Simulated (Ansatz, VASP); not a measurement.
# Two plane-wave programs on LiNbO3

Contents of INCAR:

```
SYSTEM = LiNbO3
  PREC = Accurate
  ENCUT = 520
  EDIFF = 1E-6
  ISMEAR = 0
  SIGMA = 0.05
  LREAL = .FALSE.
  LASPH = .TRUE.
  NELM = 80
  ALGO = Normal
  ISIF = 2
  LWAVE = .FALSE.
  LCHARG = .FALSE.
  GGA = PE
  NBANDS = 45
```

Contents of KPOINTS:

```
regular mesh
0
G
  6 6 6
  0 0 0
```

File POSCAR:

```
LiNbO3
1.0
    2.4837680470      1.4340041506      4.6920034254
   -2.4837680470      1.4340041506      4.6920034254
    0.0000000000     -2.8680083011      4.6920034254
Li Nb O
2 2 6
Direct
    0.2815913687      0.2815913687      0.2815913687
    0.7815913687      0.7815913687      0.7815913687
    0.0004900497      0.0004900497      0.0004900497
    0.5004900497      0.5004900497      0.5004900497
    0.1104619503      0.3580262714      0.7211003599
    0.7211003599      0.1104619503      0.3580262714
    0.3580262714      0.7211003599      0.1104619503
    0.2211003599      0.8580262714      0.6104619503
    0.8580262714      0.6104619503      0.2211003599
    0.6104619503      0.2211003599      0.8580262714
```

Input for Ansatz:

```yaml
crystal:
  lattice:
    - [2.483768047, 1.4340041506, 4.6920034254]
    - [-2.483768047, 1.4340041506, 4.6920034254]
    - [0.0, -2.8680083011, 4.6920034254]
  atoms:
    - { symbol: Li, position: [0.2815913687, 0.2815913687, 0.2815913687] }
    - { symbol: Li, position: [0.7815913687, 0.7815913687, 0.7815913687] }
    - { symbol: Nb, position: [0.0004900497, 0.0004900497, 0.0004900497] }
    - { symbol: Nb, position: [0.5004900497, 0.5004900497, 0.5004900497] }
    - { symbol: O, position: [0.1104619503, 0.3580262714, 0.7211003599] }
    - { symbol: O, position: [0.7211003599, 0.1104619503, 0.3580262714] }
    - { symbol: O, position: [0.3580262714, 0.7211003599, 0.1104619503] }
    - { symbol: O, position: [0.2211003599, 0.8580262714, 0.6104619503] }
    - { symbol: O, position: [0.8580262714, 0.6104619503, 0.2211003599] }
    - { symbol: O, position: [0.6104619503, 0.2211003599, 0.8580262714] }
basis:
  ecutwfc: 520.0
kpoints:
  mp_grid: { grid: [6, 6, 6] }
hamiltonian:
  xc: pbe
  pseudopotentials: { kind: paw, azcp: { folder: soft_1 } }
scf:
  occupations: { method: gaussian, width: 0.05 }
output:
  forces: true
  stress: true
  eigenvalues: true
```

Alike in both runs: task single point; functional PBE; k mesh 6 × 6 × 6; occupations gaussian, width 0.05 eV; no spin polarisation.

|  | VASP | Ansatz |
| --- | --- | --- |
| version | VASP 6.6.1 | Ansatz 0.2.0 |
| potentials or method | VASP PAW PBE potentials, release 64 (Li_sv, Nb_sv, O), cutoff 520 eV | scalar-relativistic, plane waves, PAW |
| valence electrons in the cell | 68 | 68 |

|  | VASP | Ansatz | Ansatz less VASP |
| --- | --- | --- | --- |
| gap on the k mesh at the Fermi level (eV) | 3.93 | 3.95 | +0.015 |
| least direct gap on the mesh (eV) | 3.94 | 3.95 | +0.015 |
| rms of the force components (eV/Å) | 0.732 | 0.722 | -0.0100 |

Atom by atom the forces differ by 0.020 eV/Å (rms over components).

Noted on VASP's run: the cutoff is short for stress, so the pressure is rough.
